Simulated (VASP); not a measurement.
Set up this calculation in VASP 6.6.1, as the native input.

```yaml
Task: single point
Functional: r2SCAN
Potentials_or_basis: VASP PAW PBE potentials, release 64 (Ir, F)
Cutoff: 520 eV
k_mesh: 11 × 11 × 1
Occupations: gaussian, width 0.1 eV
Spin: no spin polarisation
Dipole_correction: yes
Further_INCAR_settings: ALGO = Normal; EDIFF = 1e-06; NBANDS = 30
```

System: Ir4F, a slab with vacuum.

```
Ir F
1.0
     2.71828    0.00000    0.00000
     0.00000    2.71828    0.00000
     0.00000    0.00000   24.76634
Ir F
4 1
Direct
  0.50000 0.50000 0.34321
  0.00000 0.00000 0.42082
  0.50000 0.50000 0.49894
  0.00000 0.00000 0.57258
  0.50000 0.50000 0.63143
```

The input as run:

POSCAR

```
Ir4F
1.0
    2.7182807111      0.0000000000      0.0000000000
    0.0000000000      2.7182807111      0.0000000000
    0.0000000000      0.0000000000     24.7663441720
Ir F
4 1
Direct
    0.5000000000      0.5000000000      0.3432076991
    0.0000000000      0.0000000000      0.4208176488
    0.5000000000      0.5000000000      0.4989389497
    0.0000000000      0.0000000000      0.5725799416
    0.5000000000      0.5000000000      0.6314286614
```

INCAR.step1

```
PREC = Accurate
ENCUT = 520
ISMEAR = 0
SIGMA = 0.1
LREAL = F
LASPH = T
NELM = 100
LDIPOL = T
IDIPOL = 3
DIPOL = 0.5 0.5 0.493
NBANDS = 30
GGA = PE
ALGO = Normal
EDIFF = 1E-4
LWAVE = T
LCHARG = F
```

INCAR.step2

```
PREC = Accurate
ENCUT = 520
EDIFF = 1E-6
ISMEAR = 0
SIGMA = 0.1
LREAL = F
LASPH = T
NELM = 100
ALGO = Normal
ISIF = 2
LWAVE = F
LCHARG = F
LDIPOL = T
IDIPOL = 3
DIPOL = 0.5 0.5 0.493
METAGGA = R2SCAN
LMIXTAU = T
NBANDS = 30
ISTART = 1
```

KPOINTS

```
regular mesh
0
Gamma
  11 11 1
```

Potentials or basis: VASP PAW PBE potentials, release 64 (Ir, F).

Launch:

```bash
$ cat potpaw_PBE.64/Ir/POTCAR potpaw_PBE.64/F/POTCAR > POTCAR
$ cp INCAR.step1 INCAR
$ mpirun -np 1 vasp_std > vasp.out
$ cp INCAR.step2 INCAR
$ mpirun -np 1 vasp_std > vasp.out
```

It gave:

| Item | Value |
| --- | --- |
| Largest force | 1.060 eV/Å |
| Band gap on the k mesh | zero (an odd number of electrons rules out a gap without spin polarisation) |

Caveat: the PAW data sets were made with another functional, which shifts forces and pressure a little; spin-orbit coupling is left out, which moves the levels of the heavy elements; an odd number of electrons without spin polarisation forces a metal; a magnetic or distorted state may lie lower.

Run time: 7.5 min on 1 thread of Intel(R) Xeon(R) 6975P-C (Granite Rapids), with other jobs on the host, peak memory 0.35 GiB.
